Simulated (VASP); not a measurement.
# TiC in VASP: further runs, part 2 of 3

VASP 6.6.1. Earlier steps stand in the parts before.

## 3. Electric field gradients, PBE (atom 2 (C) moved by [0.05, 0.0, 0.0] A)

Contents of INCAR:

```
PREC = Accurate ; ENCUT = 520
EDIFF = 1E-8 ; ISMEAR = -1
SIGMA = 0.03 ; LREAL = False
LASPH = True ; NELM = 100
ALGO = Normal ; ISIF = 2
LWAVE = False ; LCHARG = False
GGA = PE ; LEFG = True
NBANDS = 15
```

Contents of KPOINTS:

```
Automatic mesh
0
Gamma
  16 16 16
```

Contents of POSCAR:

```
TiC
1.0
    0.0000000000      2.1640000000      2.1640000000
    2.1640000000      0.0000000000      2.1640000000
    2.1640000000      2.1640000000      0.0000000000
Ti C
1 1
Direct
    0.0000000000      0.0000000000      0.0000000000
    0.4884473198      0.5115526802      0.5115526802
```

Potentials or basis: VASP PAW PBE potentials, release 64 (Ti_sv, C).

Run with:

```bash
cat potpaw_PBE.64/Ti_sv/POTCAR potpaw_PBE.64/C/POTCAR > POTCAR
mpirun -np 1 vasp_std > vasp.out
```

OUTCAR:

```text
PREC = Accurate
   ENCUT = 520
   EDIFF = 1E-8
   ISMEAR = -1
   LREAL = False
   LASPH = True
   NELM = 100
   ISIF = 2
   GGA = PE

 ion  position               nearest neighbor table
   1  0.000  0.000  0.000-   2 2.11   2 2.16   2 2.16   2 2.16   2 2.16   2 2.21
   2  0.488  0.512  0.512-   1 2.11   1 2.16   1 2.16   1 2.16   1 2.16   1 2.21

  LATTYP: Found a face centered cubic cell.
 ALAT       =     4.3280000000

  Lattice vectors:

 A1 = (   0.0000000000,   2.1640000000,   2.1640000000)
 A2 = (   2.1640000000,   0.0000000000,   2.1640000000)
 A3 = (   2.1640000000,   2.1640000000,   0.0000000000)

Analysis of symmetry for initial positions (statically):
[... 641 lines left out ...]
  free  energy   TOTEN  =       -18.6970361855 eV

  energy  without entropy=      -18.6957955417  energy(sigma->0) =      -18.69641586

 Electric field gradients (V/A^2)
---------------------------------------------------------------------
 ion       V_xx      V_yy      V_zz      V_xy      V_xz      V_yz
---------------------------------------------------------------------
   1      -1.185     0.593     0.593     0.000     0.000     0.000
   2      -0.257     0.129     0.129     0.000     0.000     0.000
---------------------------------------------------------------------

 Electric field gradients after diagonalization (V/A^2)
 (convention: |V_zz| > |V_xx| > |V_yy|)
----------------------------------------------------------------------
 ion       V_xx      V_yy      V_zz     asymmetry (V_yy - V_xx)/ V_zz
----------------------------------------------------------------------
   1       0.593     0.592    -1.185       0.001
   2       0.129     0.128    -0.257       0.002
----------------------------------------------------------------------

           NMR quadrupolar parameters

 Cq : quadrupolar parameter    Cq=e*Q*V_zz/h
 eta: asymmetry parameters     (V_yy - V_xx)/ V_zz
 Q  : nuclear electric quadrupole moment in mb (millibarn)
----------------------------------------------------------------------
 ion       Cq(MHz)       eta       Q (mb)
----------------------------------------------------------------------
   1      -0.003       0.001       1.000
   2      -0.001       0.002       1.000
----------------------------------------------------------------------
```

OSZICAR:

```text
N       E                     dE             d eps       ncg     rms          rms(c)
DAV:   1     0.118508503937E+03    0.11851E+03   -0.80145E+03 10523   0.128E+03
DAV:   2    -0.166488610723E+02   -0.13516E+03   -0.12651E+03 11296   0.333E+02
DAV:   3    -0.240453789432E+02   -0.73965E+01   -0.72732E+01 13336   0.772E+01
DAV:   4    -0.242999921408E+02   -0.25461E+00   -0.25434E+00 13311   0.131E+01
DAV:   5    -0.243059972338E+02   -0.60051E-02   -0.60040E-02 13431   0.180E+00    0.183E+01
DAV:   6    -0.193092159460E+02    0.49968E+01   -0.11820E+01 14981   0.563E+01    0.691E+00
DAV:   7    -0.187316632359E+02    0.57755E+00   -0.21418E+00 12274   0.207E+01    0.493E+00
DAV:   8    -0.187080526796E+02    0.23611E-01   -0.10804E-01 12048   0.347E+00    0.340E+00
DAV:   9    -0.187005590896E+02    0.74936E-02   -0.95831E-02 14372   0.427E+00    0.749E-01
DAV:  10    -0.186991274254E+02    0.14317E-02   -0.11631E-02 14041   0.139E+00    0.639E-01
DAV:  11    -0.186971814963E+02    0.19459E-02   -0.28563E-03 12269   0.754E-01    0.180E-01
DAV:  12    -0.186970455377E+02    0.13596E-03   -0.30268E-04 14214   0.228E-01    0.418E-02
DAV:  13    -0.186970360655E+02    0.94721E-05   -0.47117E-05 12059   0.651E-02    0.576E-03
DAV:  14    -0.186970363790E+02   -0.31352E-06   -0.12028E-06 12262   0.998E-03    0.470E-03
DAV:  15    -0.186970361920E+02    0.18705E-06   -0.36650E-07 12451   0.101E-02    0.223E-03
DAV:  16    -0.186970361855E+02    0.64879E-08   -0.55304E-08 12024   0.383E-03
   1 F= -.18697036E+02 E0= -.18696416E+02  d E =-.124064E-02
```

Run time: 57 s. Hardware: 1 thread of Intel Xeon 6975P-C (Granite Rapids), shared host; peak memory 0.22 GiB.

What came out:

* Free energy: -18.6970 eV
* Pressure: 1.4 GPa
* Largest force: 0.461 eV/Å
* Band gap on the k mesh: zero (band 8 reaches 10.14 eV, above the bottom of band 9 at 9.03 eV)

Forces on the atoms (eV/Å):
```
Ti   0.461  0.000  0.000
C   -0.461  0.000  0.000
```

Electric field gradients, principal values (V/Å²):
| atom | least | middle | greatest (by size) |
| --- | --- | --- | --- |
| 1 Ti | 0.592 | 0.593 | -1.185 |
| 2 C | 0.128 | 0.129 | -0.257 |

Caveat: the cell differs from its parent crystal (atom 2 (C) moved by [0.05, 0.0, 0.0] A); without QUAD_EFG the Cq values of the log hold for a quadrupole moment of 1 mb, not for the nuclei.

## 4. Electric field gradients, PBE (volume scaled by 0.96)

Contents of INCAR:

```
ALGO = Normal
EDIFF = 1E-8
ENCUT = 520
GGA = PE
ISIF = 2
ISMEAR = -1
LASPH = T
LCHARG = F
LEFG = T
LREAL = F
LWAVE = F
NBANDS = 15
NELM = 60
PREC = Accurate
SIGMA = 0.03
```

Contents of KPOINTS:

```
k-points
0
Gamma
  16 16 16
```

Contents of POSCAR:

```
TiC
1.0
    0.0000000000      2.1347531715      2.1347531715
    2.1347531715      0.0000000000      2.1347531715
    2.1347531715      2.1347531715      0.0000000000
Ti C
1 1
Direct
    0.0000000000      0.0000000000      0.0000000000
    0.5000000000      0.5000000000      0.5000000000
```

Potentials or basis: VASP PAW PBE potentials, release 64 (Ti_sv, C).

Run with:

```bash
cat potpaw_PBE.64/Ti_sv/POTCAR potpaw_PBE.64/C/POTCAR > POTCAR
mpirun -np 1 vasp_std > vasp.out
```

OUTCAR:

```text
EDIFF = 1E-8
   ENCUT = 520
   GGA = PE
   ISIF = 2
   ISMEAR = -1
   LASPH = T
   LREAL = F
   NELM = 60
   PREC = Accurate

 ion  position               nearest neighbor table
   1  0.000  0.000  0.000-   2 2.13   2 2.13   2 2.13   2 2.13   2 2.13   2 2.13
   2  0.500  0.500  0.500-   1 2.13   1 2.13   1 2.13   1 2.13   1 2.13   1 2.13

  LATTYP: Found a face centered cubic cell.
 ALAT       =     4.2695063430

  Lattice vectors:

 A1 = (   0.0000000000,   2.1347531715,   2.1347531715)
 A2 = (   2.1347531715,   0.0000000000,   2.1347531715)
 A3 = (   2.1347531715,   2.1347531715,   0.0000000000)

Analysis of symmetry for initial positions (statically):
=====================================================================
 Subroutine PRICEL returns:
 Original cell was already a primitive cell.

 Routine SETGRP: Setting up the symmetry group for a
 face centered cubic supercell.

 Subroutine GETGRP returns: Found 48 space group operations
 (whereof 48 operations were pure point group operations)
 out of a pool of 48 trial point group operations.

The static configuration has the point symmetry O_h .

Analysis of symmetry for dynamics (positions and initial velocities):
=====================================================================
 Subroutine PRICEL returns:
 Original cell was already a primitive cell.

 Routine SETGRP: Setting up the symmetry group for a
 face centered cubic supercell.

 Subroutine GETGRP returns: Found 48 space group operations
 (whereof 48 operations were pure point group operations)
 out of a pool of 48 trial point group operations.

The dynamic configuration has the point symmetry O_h .

[... 574 lines left out ...]
      7       9.8838      1.52301
      8       9.8867      1.48735
      9      10.7548      0.00000
     10      11.3717      0.00000
     11      12.2820      0.00000
     12      12.8948      0.00000
     13      13.7882      0.00000
     14      21.4544      0.00000
     15      24.2576      0.00000

 [... further k-points ...]

------------------------ aborting loop because EDIFF is reached ----------------------------------------

  FORCE on cell =-STRESS in cart. coord.  units (eV):
  Direction    XX          YY          ZZ          XY          YZ          ZX
  --------------------------------------------------------------------------------------
  -------------------------------------------------------------------------------------
  Total        1.4925339      1.4925339      1.4925339      0.0000000      0.0000000      0.0000000
  in kB      122.9028024    122.9028024    122.9028024      0.0000000      0.0000000      0.0000000
  external PRESSURE =     122.9028024 kB  Pullay stress =       0.0000000 kB

 VOLUME and BASIS-vectors are now :
 -----------------------------------------------------------------------------
  energy-cutoff  :      520.00
  volume of cell :       19.46
      direct lattice vectors                 reciprocal lattice vectors
     0.000000000  2.134753171  2.134753171    -0.234219116  0.234219116  0.234219116
     2.134753171  0.000000000  2.134753171     0.234219116 -0.234219116  0.234219116
     2.134753171  2.134753171  0.000000000     0.234219116  0.234219116 -0.234219116

 POSITION                                       TOTAL-FORCE (eV/Angst)
 -----------------------------------------------------------------------------------
      0.00000      0.00000      0.00000        -0.000000     -0.000000      0.000000
      2.13475      2.13475      2.13475         0.000000      0.000000      0.000000
 -----------------------------------------------------------------------------------
    total drift:                                0.000000     -0.000000     -0.000000

  FREE ENERGIE OF THE ION-ELECTRON SYSTEM (eV)
  ---------------------------------------------------
  free  energy   TOTEN  =       -18.6754332324 eV

  energy  without entropy=      -18.6741516860  energy(sigma->0) =      -18.67479246

 Electric field gradients (V/A^2)
---------------------------------------------------------------------
 ion       V_xx      V_yy      V_zz      V_xy      V_xz      V_yz
---------------------------------------------------------------------
   1      -0.000     0.000    -0.000     0.001     0.001     0.001
   2       0.000    -0.000    -0.000    -0.000    -0.000    -0.000
---------------------------------------------------------------------

 Electric field gradients after diagonalization (V/A^2)
 (convention: |V_zz| > |V_xx| > |V_yy|)
----------------------------------------------------------------------
 ion       V_xx      V_yy      V_zz     asymmetry (V_yy - V_xx)/ V_zz
----------------------------------------------------------------------
   1      -0.001    -0.001     0.002       0.000
   2       0.000     0.000    -0.000       0.000
----------------------------------------------------------------------

           NMR quadrupolar parameters

 Cq : quadrupolar parameter    Cq=e*Q*V_zz/h
 eta: asymmetry parameters     (V_yy - V_xx)/ V_zz
 Q  : nuclear electric quadrupole moment in mb (millibarn)
----------------------------------------------------------------------
 ion       Cq(MHz)       eta       Q (mb)
----------------------------------------------------------------------
   1       0.000       0.000       1.000
   2      -0.000       0.000       1.000
----------------------------------------------------------------------
```

OSZICAR:

```text
N       E                     dE             d eps       ncg     rms          rms(c)
DAV:   1     0.118600319609E+03    0.11860E+03   -0.80371E+03  4365   0.128E+03
DAV:   2    -0.167985596777E+02   -0.13540E+03   -0.12690E+03  4651   0.340E+02
DAV:   3    -0.239227762872E+02   -0.71242E+01   -0.70102E+01  5488   0.771E+01
DAV:   4    -0.241636568252E+02   -0.24088E+00   -0.24061E+00  5624   0.127E+01
DAV:   5    -0.241695438796E+02   -0.58871E-02   -0.58855E-02  5497   0.174E+00    0.192E+01
DAV:   6    -0.191879286056E+02    0.49816E+01   -0.11425E+01  6198   0.566E+01    0.666E+00
DAV:   7    -0.186959066927E+02    0.49202E+00   -0.19449E+00  5054   0.198E+01    0.525E+00
DAV:   8    -0.186741127340E+02    0.21794E-01   -0.10726E-01  4939   0.386E+00    0.303E+00
DAV:   9    -0.186784053438E+02   -0.42926E-02   -0.70171E-02  5812   0.321E+00    0.804E-01
DAV:  10    -0.186766193276E+02    0.17860E-02   -0.95188E-03  5643   0.135E+00    0.557E-01
DAV:  11    -0.186754739959E+02    0.11453E-02   -0.20585E-03  5099   0.662E-01    0.133E-01
DAV:  12    -0.186754366885E+02    0.37307E-04   -0.22783E-04  5057   0.137E-01    0.270E-02
DAV:  13    -0.186754335416E+02    0.31469E-05   -0.18390E-05  5344   0.354E-02    0.709E-03
DAV:  14    -0.186754332924E+02    0.24914E-06   -0.43002E-07  5239   0.532E-03    0.387E-03
DAV:  15    -0.186754332322E+02    0.60237E-07   -0.14463E-07  5204   0.380E-03    0.120E-03
DAV:  16    -0.186754332324E+02   -0.19281E-09   -0.18941E-08  4771   0.234E-03
   1 F= -.18675433E+02 E0= -.18674792E+02  d E =-.128155E-02
```

stdout:

```text
POSCAR found type information on POSCAR TiC
 POSCAR found :  2 types and       2 ions
 scaLAPACK will be used
 LDA part: xc-table for (Slater+PW92), standard interpolation
 POSCAR, INCAR and KPOINTS ok, starting setup
 FFT: planning ... GRIDC
 FFT: planning ... GRID_SOFT
 FFT: planning ... GRID
 WAVECAR not read
 entering main loop
ion   1

ion   2
```

Wall time 21 s (1 thread of Intel Xeon Platinum 8559C (Emerald Rapids), shared host); peak memory 0.17 GiB.

What came out:

```
Free energy            : -18.6754 eV
Pressure               : 12.3 GPa
Band gap on the k mesh : zero (band 8 reaches 10.64 eV, above the bottom of band 9 at 9.51 eV)
```

Caveat: without QUAD_EFG the Cq values of the log hold for a quadrupole moment of 1 mb, not for the nuclei.

(Continued in part 3 of 3.)
